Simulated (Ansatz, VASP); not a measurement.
# Ge3BSb3: VASP beside Ansatz

POSCAR

```
Ge3BSb3
1.0
    6.4490806843      0.0000000000      0.3033884482
    0.0000000000      3.8266764347      0.0000000000
    0.2430149786      0.0000000000      6.6406514368
Ge B Sb
3 1 3
Direct
    0.4564046760      0.0000000000      0.2949325616
    0.5099137980      0.5000000000      0.8781419250
    0.0496720327      0.5000000000      0.1528830948
    0.3752261601      0.5000000000      0.1751004857
    0.8586603695      0.0000000000      0.3684357728
    0.9238217741      0.5000000000      0.7741461009
    0.3223001897      0.0000000000      0.6897080492
```

File INCAR.step1:

```
PREC = Accurate ; ENCUT = 520
ISMEAR = -1 ; SIGMA = 0.03
LREAL = F ; LASPH = T
NELM = 100 ; NBANDS = 39
GGA = PE ; ALGO = Normal
EDIFF = 1E-4 ; LWAVE = T
LCHARG = F
```

Contents of INCAR.step2:

```
PREC = Accurate ; ENCUT = 520
EDIFF = 1E-6 ; ISMEAR = -1
SIGMA = 0.03 ; LREAL = F
LASPH = T ; NELM = 100
ALGO = Normal ; ISIF = 2
LWAVE = F ; LCHARG = F
METAGGA = R2SCAN ; LMIXTAU = T
LUSE_VDW = T ; IVDW_NL = 2
BPARAM = 11.95 ; CPARAM = 0.0093
NBANDS = 39 ; ISTART = 1
```

Contents of KPOINTS:

```
Automatic mesh
0
Gamma
  4 8 4
```

Input for Ansatz:

```yaml
crystal:
  lattice:
    - [6.4490806843, 0.0, 0.3033884482]
    - [0.0, 3.8266764347, 0.0]
    - [0.2430149786, 0.0, 6.6406514368]
  atoms:
    - { symbol: Ge, position: [0.456404676, 0.0, 0.2949325616] }
    - { symbol: Ge, position: [0.509913798, 0.5, 0.878141925] }
    - { symbol: Ge, position: [0.0496720327, 0.5, 0.1528830948] }
    - { symbol: B, position: [0.3752261601, 0.5, 0.1751004857] }
    - { symbol: Sb, position: [0.8586603695, 0.0, 0.3684357728] }
    - { symbol: Sb, position: [0.9238217741, 0.5, 0.7741461009] }
    - { symbol: Sb, position: [0.3223001897, 0.0, 0.6897080492] }
kpoints:
  mp_grid: { grid: [4, 8, 4] }
  band_path:
    path:
      - [0.0, 0.0, 0.0]
      - [0.0, -0.5, 0.0]
      - [0.0, -0.5, -0.5]
      - [0.0, 0.0, -0.5]
      - [-0.5, 0.0, -0.5]
      - [-0.5, -0.5, -0.5]
      - [-0.5, -0.5, 0.0]
      - [-0.5, 0.0, 0.0]
    npoints: 1
hamiltonian:
  xc: r2scan
  dispersion: rvv10
scf:
  occupations: { method: fermi_dirac, width: 0.03 }
  n_extra_bands: 5
output:
  forces: true
  stress: true
  eigenvalues: true
  write_density: true
  write_potential: true
  elf: true
  volumetric_format: npy
```

Alike in both runs: task single point; functional r2SCAN; dispersion rVV10; k mesh 4 × 8 × 4; occupations fermi-dirac, width 0.03 eV; no spin polarisation.

|  | VASP | Ansatz |
| --- | --- | --- |
| version | VASP 6.6.1 | Ansatz 0.2.0 |
| potentials or method | VASP PAW PBE potentials, release 64 (Ge_d, B, Sb) | plane waves, PAW |
| plane-wave cutoff (eV) | 520 | 500 |
| valence electrons in the cell | 60 | 90 |

VASP gave:

| Property | Result |
| --- | --- |
| pressure (GPa) | 0.2 |
| traceless stress, the component that is largest in VASP (GPa) | 0.06 |
| rms of the force components (eV/Å) | 0.020 |

Problem. Estimate Ansatz's values.

Solution. Pressure (GPa): 0.0; traceless stress, the component that is largest in VASP (GPa): 0.07; rms of the force components (eV/Å): 0.013.

VASP's potentials were made for PBE, not for r2SCAN. Atom by atom the forces differ by 0.014 eV/Å (rms over components). VASP's potentials hold 60 valence electrons a cell and Ansatz's 90, so a difference there can come from the potentials and not from the codes.

Spin-orbit coupling is off throughout.
